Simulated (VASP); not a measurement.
# HfS2 (P-3m1) in VASP: single point with r2SCAN

Aim: the single point of HfS2 with r2SCAN.

Everything below comes from runs of VASP 6.6.1. Logs are shortened: lines on timing, memory, paths and dates and some standing lists are left out, and cuts for length are marked.

### Step 1. The cell of the first run

Symmetry: P-3m1, No. 164, trigonal system. The conventional cell has a = 3.485 Å, b = 3.485 Å, c = 5.643 Å, α = 90.00°, β = 90.00°, γ = 120.00°. Within 3.3 Å of Hf (site symmetry -3m) lie 6 S at 2.50 Å. S (site symmetry 3m) has 3 Hf at 2.50 Å and 12 S at 3.34 to 3.59 Å within 3.6 Å.

### Step 2. Single point, r2SCAN, non-collinear spin, zero start, spin-orbit coupling (strain -4.0%)

File POSCAR:

```
HfS2
1.0
    3.4850841201      0.0000000000      0.0000000000
   -1.7425420600      3.0181713824      0.0000000000
    0.0000000000      0.0000000000      5.6432238246
Hf S
1 2
Direct
    0.0000000000      0.0000000000      0.0000000000
    0.3333333333      0.6666666667      0.2635290623
    0.6666666667      0.3333333333      0.7364709377
```

File INCAR.step1:

```
SYSTEM = HfS2
ALGO = Normal
EDIFF = 1E-5
ENCUT = 550
GGA = PE
GGA_COMPAT = .FALSE.
ISMEAR = -1
LASPH = .TRUE.
LCHARG = .FALSE.
LMAXMIX = 4
LREAL = .FALSE.
LSORBIT = .TRUE.
LWAVE = .TRUE.
MAGMOM = 0 0 0 0 0 0 0 0 0
NBANDS = 35
NELM = 200
PREC = Accurate
SIGMA = 0.02
```

File INCAR.step2:

```
SYSTEM = HfS2
ALGO = Normal
EDIFF = 1E-6
ENCUT = 550
GGA_COMPAT = .FALSE.
ISIF = 2
ISMEAR = -1
ISTART = 1
LASPH = .TRUE.
LCHARG = .TRUE.
LMAXMIX = 4
LMIXTAU = .TRUE.
LORBIT = 11
LORBMOM = .TRUE.
LREAL = .FALSE.
LSORBIT = .TRUE.
LVHAR = .TRUE.
LWAVE = .FALSE.
MAGMOM = 0 0 0 0 0 0 0 0 0
METAGGA = R2SCAN
NBANDS = 35
NELM = 200
PREC = Accurate
SIGMA = 0.02
```

File KPOINTS:

```
k-points
0
G
  12 12 4
  0 0 0
```

Potentials or basis: VASP PAW PBE potentials, release 64 (Hf_pv, S).

The run is started by

```
$ cat potpaw_PBE.64/Hf_pv/POTCAR potpaw_PBE.64/S/POTCAR > POTCAR
$ cp INCAR.step1 INCAR
$ mpirun -np 1 vasp_ncl > vasp.out
$ cp INCAR.step2 INCAR
$ mpirun -np 1 vasp_ncl > vasp.out
```

OUTCAR:

```text
SYSTEM = HfS2
   EDIFF = 1E-6
   ENCUT = 550
   ISIF = 2
   ISMEAR = -1
   ISTART = 1
   LASPH = .TRUE.
   LORBIT = 11
   LREAL = .FALSE.
   LSORBIT = .TRUE.
   METAGGA = R2SCAN
   NELM = 200
   PREC = Accurate

 ion  position               nearest neighbor table
   1  0.000  0.000  0.000-   2 2.50   3 2.50   3 2.50   2 2.50   3 2.50   2 2.50
   2  0.333  0.667  0.264-   1 2.50   1 2.50   1 2.50
   3  0.667  0.333  0.736-   1 2.50   1 2.50   1 2.50

  LATTYP: Found a hexagonal cell.
 ALAT       =     3.4850841201
 C/A-ratio  =     1.6192503911

  Lattice vectors:

 A1 = (   3.4850841201,   0.0000000000,   0.0000000000)
 A2 = (  -1.7425420600,   3.0181713824,   0.0000000000)
 A3 = (   0.0000000000,   0.0000000000,   5.6432238246)

Analysis of symmetry for initial positions (statically):
=====================================================================
 Subroutine PRICEL returns:
 Original cell was already a primitive cell.

 Routine SETGRP: Setting up the symmetry group for a
 hexagonal supercell.

 Subroutine GETGRP returns: Found 12 space group operations
 (whereof 12 operations were pure point group operations)
 out of a pool of 24 trial point group operations.

The static configuration has the point symmetry D_3d.

Analysis of symmetry for dynamics (positions and initial velocities):
=====================================================================
 Subroutine PRICEL returns:
 Original cell was already a primitive cell.

 Routine SETGRP: Setting up the symmetry group for a
 hexagonal supercell.

 Subroutine GETGRP returns: Found 12 space group operations
 (whereof 12 operations were pure point group operations)
 out of a pool of 24 trial point group operations.

The dynamic configuration has the point symmetry D_3d.

Analysis of structural, dynamic, and magnetic symmetry:
=====================================================================
 Subroutine PRICEL returns:
 Original cell was already a primitive cell.

 Routine SETGRP: Setting up the symmetry group for a
 hexagonal supercell.

 Subroutine GETGRP returns: Found 12 space group operations
 (whereof 12 operations were pure point group operations)
 out of a pool of 24 trial point group operations.

The overall configuration has the point symmetry D_3d.

 Subroutine INISYM returns: Found 12 space group operations
 (whereof 12 operations are pure point group operations),
 and found     1 'primitive' translations

----------------------------------------------------------------------------------------

                                     Primitive cell

  volume of cell :      59.3587

  direct lattice vectors                    reciprocal lattice vectors
     3.485084120  0.000000000  0.000000000     0.286937120  0.165663223  0.000000000
    -1.742542060  3.018171382  0.000000000     0.000000000  0.331326447  0.000000000
     0.000000000  0.000000000  5.643223825     0.000000000  0.000000000  0.177203675

  length of vectors
     3.485084120  3.485084120  5.643223825     0.331326447  0.331326447  0.177203675

  position of ions in fractional coordinates (direct lattice)
     0.000000000  0.000000000  0.000000000
     0.333333333  0.666666667  0.263529062
     0.666666667  0.333333333  0.736470938

  ion indices of the primitive-cell ions
   primitive index   ion index
                 1           1
                 2           2
                 3           3

----------------------------------------------------------------------------------------

 KPOINTS: k-points

Automatic generation of k-mesh.
 Grid dimensions read from file:
 generate k-points for:   12   12    4

 Generating k-lattice:

  Cartesian coordinates                     Fractional coordinates (reciprocal lattice)
     0.023911427  0.013805269  0.000000000     0.083333333 -0.000000000  0.000000000
     0.000000000  0.027610537  0.000000000     0.000000000  0.083333333  0.000000000
     0.000000000  0.000000000  0.044300919     0.000000000  0.000000000  0.250000000

  Length of vectors
     0.027610537  0.027610537  0.044300919

  Shift w.r.t. Gamma in fractional coordinates (k-lattice)
     0.000000000  0.000000000  0.000000000

 Subroutine IBZKPT returns following result:
 ===========================================

 Found     69 irreducible k-points:

 Following reciprocal coordinates:
            Coordinates               Weight
  0.000000  0.000000  0.000000      1.000000
  0.083333  0.000000  0.000000      6.000000
  0.166667  0.000000  0.000000      6.000000
  0.250000  0.000000  0.000000      6.000000
  0.333333  0.000000  0.000000      6.000000
  0.416667  0.000000  0.000000      6.000000
[... 16 lines left out ...]
  0.166667  0.000000  0.250000      6.000000
  0.000000  0.166667  0.250000      6.000000
[... 34 lines left out ...]
   ISMEAR =    -1;   SIGMA  =   0.02  broadening in eV -4-tet -1-fermi 0-gaus
   EFERMI_NEDOS =   21; number of points for ismear=-14 and -15
   IALGO  =     38    algorithm
   IMIX   =      4    mixing-type and parameters
     AMIX     =   0.40;   BMIX     =  1.00
     AMIX_MAG =   1.60;   BMIX_MAG =  1.00
  volume/ion in A,a.u.               =      19.79       133.52
  Fermi-wavevector in a.u.,A,eV,Ry     =   1.175947  2.222217 18.814820  1.382850
  Thomas-Fermi vector in A             =   2.312319
   LORBIT       =     11    0 simple, 1 ext, 2 COOP (PROOUT), +10 PAW based schemes
   METAGGA = R2SCAN    functional components
   LHFCALC =     F    Hartree Fock is set to
   AEXX    =    0.0000 exact exchange contribution
   IVDW    =     0    specifies the selected vdW correction
   LEPSILON=     F    determine dielectric tensor
   LRPA    =     F    only Hartree local field effects (RPA)
  energy-cutoff  :      550.00
  volume of cell :       59.36
 maximum number of plane-waves:      3524
 NGX is ok and might be reduce to    28
   NGX = 13   NGY = 13   NGZ = 21

 number of electron      21.9999998 magnetization       0.0000000      0.0000000     -0.0000000

 number of electron      21.9999998 magnetization       0.0000000      0.0000000      0.0000000

 number of electron      21.9999998 magnetization      -0.0000000     -0.0000000     -0.0000000

 number of electron      21.9999998 magnetization      -0.0000000     -0.0000000      0.0000000

 Free energy of the ion-electron system (eV)
  ---------------------------------------------------
  ext. energy  EPLUGINS =         0.00000000
  ---------------------------------------------------
  free energy    TOTEN  =       -67.04790032 eV

  energy without entropy =      -67.04790032  energy(sigma->0) =      -67.04790032

 E-fermi :   4.8353     XC(G=0): -10.8767

 val. band max:        4.4818222580   @ k =   0.0000   0.0000   0.0000
 cond. band min:       5.2330973324   @ k =   0.5000   0.0000   0.5000
 fundamental gap:      0.7512750744
 Fermi energy:         4.8353075703

 k-point     1 :       0.0000    0.0000    0.0000
  band No.  band energies     occupation
      1     -32.0946      1.00000
      2     -32.0946      1.00000
      3     -25.1446      1.00000
      4     -25.1446      1.00000
      5     -25.0101      1.00000
      6     -25.0101      1.00000
[... 877 lines left out ...]
     33      12.1442      0.00000
     34      12.1442      0.00000

 [... further k-points ...]

 [bands above 34 left out]

------------------------ aborting loop because EDIFF is reached ----------------------------------------

  FORCE on cell =-STRESS in cart. coord.  units (eV):
  Direction    XX          YY          ZZ          XY          YZ          ZX
  --------------------------------------------------------------------------------------
  -------------------------------------------------------------------------------------
  Total        3.6607214      3.6607214      1.5786419      0.0000000      0.0000000      0.0000000
  in kB       98.8081622     98.8081622     42.6098266      0.0000000      0.0000000      0.0000000
  external PRESSURE =      80.0753837 kB  Pullay stress =       0.0000000 kB

 VOLUME and BASIS-vectors are now :
 -----------------------------------------------------------------------------
  energy-cutoff  :      550.00
  volume of cell :       59.36
      direct lattice vectors                 reciprocal lattice vectors
     3.485084120  0.000000000  0.000000000     0.286937120  0.165663223  0.000000000
    -1.742542060  3.018171382  0.000000000     0.000000000  0.331326447  0.000000000
     0.000000000  0.000000000  5.643223825     0.000000000  0.000000000  0.177203675

 POSITION                                       TOTAL-FORCE (eV/Angst)
 -----------------------------------------------------------------------------------
      0.00000      0.00000      0.00000         0.000000      0.000000      0.000000
     -0.00000      2.01211      1.48715         0.000000     -0.000000     -0.125136
      1.74254      1.00606      4.15607        -0.000000      0.000000      0.125136
 -----------------------------------------------------------------------------------
    total drift:                               -0.000000     -0.000000      0.000000

  FREE ENERGIE OF THE ION-ELECTRON SYSTEM (eV)
  ---------------------------------------------------
  free  energy   TOTEN  =       -67.0479003238 eV

  energy  without entropy=      -67.0479003237  energy(sigma->0) =      -67.04790032

 orbital moment (x)

 # of ion     p       d       tot
 ----------------------------------------
  1         0.000  -0.000  -0.000
  2         0.000   0.000   0.000
  3         0.000   0.000   0.000
 ----------------------------------------
            0.000  -0.000   0.000

 orbital moment (y)

 # of ion     p       d       tot
 ----------------------------------------
  1        -0.000  -0.000  -0.000
  2        -0.000   0.000  -0.000
  3        -0.000   0.000  -0.000
 ----------------------------------------
           -0.000  -0.000  -0.000

 orbital moment (z)

 # of ion     p       d       tot
 ----------------------------------------
  1         0.000   0.000   0.000
  2         0.000   0.000   0.000
  3         0.000   0.000   0.000
 ----------------------------------------
            0.000   0.000   0.000

 Spin-Orbit-Coupling matrix elements

 Ion:    1  E_soc:     -1.2413384
 l=   1
     0.0000000    -0.2008352    -0.2014715
    -0.2008352     0.0000000    -0.2008352
    -0.2014715    -0.2008352     0.0000000
 l=   2
     0.0000000    -0.0012824     0.0000000    -0.0012824    -0.0044144
    -0.0012824     0.0000000    -0.0032516    -0.0014802    -0.0012824
     0.0000000    -0.0032516     0.0000000    -0.0032516     0.0000000
    -0.0012824    -0.0014802    -0.0032516     0.0000000    -0.0012824
    -0.0044144    -0.0012824     0.0000000    -0.0012824     0.0000000
 l=   3
     0.0000000     0.0000000     0.0000000     0.0000000     0.0000000     0.0000000     0.0000000
     0.0000000     0.0000000     0.0000000     0.0000000     0.0000000     0.0000000     0.0000000
     0.0000000     0.0000000     0.0000000     0.0000000     0.0000000     0.0000000     0.0000000
     0.0000000     0.0000000     0.0000000     0.0000000     0.0000000     0.0000000     0.0000000
[... 29 lines left out ...]
 l=   2
     0.0000000     0.0000000     0.0000000     0.0000000     0.0000000
     0.0000000     0.0000000     0.0000000     0.0000000     0.0000000
     0.0000000     0.0000000     0.0000000     0.0000000     0.0000000
     0.0000000     0.0000000     0.0000000     0.0000000     0.0000000
     0.0000000     0.0000000     0.0000000     0.0000000     0.0000000
 l=   3
     0.0000000     0.0000000     0.0000000     0.0000000     0.0000000     0.0000000     0.0000000
     0.0000000     0.0000000     0.0000000     0.0000000     0.0000000     0.0000000     0.0000000
     0.0000000     0.0000000     0.0000000     0.0000000     0.0000000     0.0000000     0.0000000
     0.0000000     0.0000000     0.0000000     0.0000000     0.0000000     0.0000000     0.0000000
     0.0000000     0.0000000     0.0000000     0.0000000     0.0000000     0.0000000     0.0000000
     0.0000000     0.0000000     0.0000000     0.0000000     0.0000000     0.0000000     0.0000000
     0.0000000     0.0000000     0.0000000     0.0000000     0.0000000     0.0000000     0.0000000

 total charge

# of ion       s       p       d       tot
------------------------------------------
    1        0.328   6.650   1.514   8.491
    2        1.338   2.471   0.000   3.810
    3        1.338   2.471   0.000   3.810
--------------------------------------------------
tot          3.004  11.593   1.514  16.111

 magnetization (x)

# of ion       s       p       d       tot
------------------------------------------
    1        0.000  -0.000   0.000  -0.000
    2        0.000   0.000   0.000   0.000
    3       -0.000   0.000   0.000  -0.000
--------------------------------------------------
tot         -0.000  -0.000   0.000  -0.000

 magnetization (y)

# of ion       s       p       d       tot
------------------------------------------
    1        0.000   0.000   0.000   0.000
    2        0.000   0.000   0.000   0.000
    3        0.000   0.000   0.000   0.000
--------------------------------------------------
tot          0.000   0.000   0.000   0.000

 magnetization (z)

# of ion       s       p       d       tot
------------------------------------------
    1        0.000   0.000  -0.000   0.000
    2        0.000   0.000   0.000   0.000
    3        0.000   0.000   0.000   0.000
--------------------------------------------------
tot          0.000   0.000  -0.000   0.000
```

Wall time 14 min (1 thread of Intel Xeon 6975P-C (Granite Rapids), shared host); peak memory 0.53 GiB.

Results:

| Property | Result |
| --- | --- |
| Free energy | -67.0479 eV |
| Pressure | 8.0 GPa |
| Largest force | 0.125 eV/Å |
| Net moment | 0.00 μB per cell |
| Valence electrons inside the program's atomic spheres | Hf 8.49; S 3.81 |

Forces on the atoms (eV/Å):
```
Hf   0.000  0.000  0.000
S    0.000  0.000 -0.125
S    0.000  0.000  0.125
```

Moments on the atoms (μB; x, y, z):
```
Hf  0.00 0.00 0.00
S   0.00 0.00 0.00
S   0.00 0.00 0.00
```

Caveat: the cell differs from its parent crystal (strain -4.0%); the stress differs along the axes, from 4 to 10 GPa; the PAW data sets were made with another functional, which shifts forces and pressure a little.
